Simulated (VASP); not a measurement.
# W: single point with PBE

Crystal: W.

```xyz
1
Lattice="0.0000 1.9773 1.9773 1.9773 0.0000 1.9773 1.9773 1.9773 0.0000" Properties=species:S:1:pos:R:3 pbc="T T T"
W     0.0000    0.0000    0.0000
```

This cell differs from its parent crystal: volume scaled by 0.94.

```
Program                : VASP 6.6.1
Task                   : single point
Functional             : PBE
Potentials or basis    : VASP PAW PBE potentials, release 64 (W_sv)
Cutoff                 : 520 eV
k mesh                 : 18 × 18 × 18
Occupations            : gaussian, width 0.1 eV
Spin                   : no spin polarisation
Dipole correction      : no
Further INCAR settings : ALGO = Normal; EDIFF = 1e-06; NBANDS = 13
```

| Property | Result |
| --- | --- |
| Pressure | 20.5 GPa |
| Band gap on the k mesh | zero (band 7 reaches 14.73 eV, above the bottom of band 8 at 10.69 eV) |

Levels at points of the mesh, in eV from the Fermi level:
```csv
k point,band 4,band 5,band 6,band 7,band 8,band 9,band 10,band 11
"(0.00, 0.00, 0.00)",-37.09,-9.29,-0.62,-0.62,-0.62,2.78,2.78,12.87
"(0.50, 0.00, 0.00)",-37.28,-5.92,-0.87,-0.87,0.84,5.49,5.49,11.23
"(0.50, 0.50, 0.00)",-37.60,-5.91,-4.89,3.42,5.46,6.29,6.29,12.28
```

Run time: 15 s on 1 thread of Intel(R) Xeon(R) 6975P-C (Granite Rapids), with other jobs on the host, peak memory 0.16 GiB.

Caveat: spin-orbit coupling is left out, which moves the levels of the heavy elements.
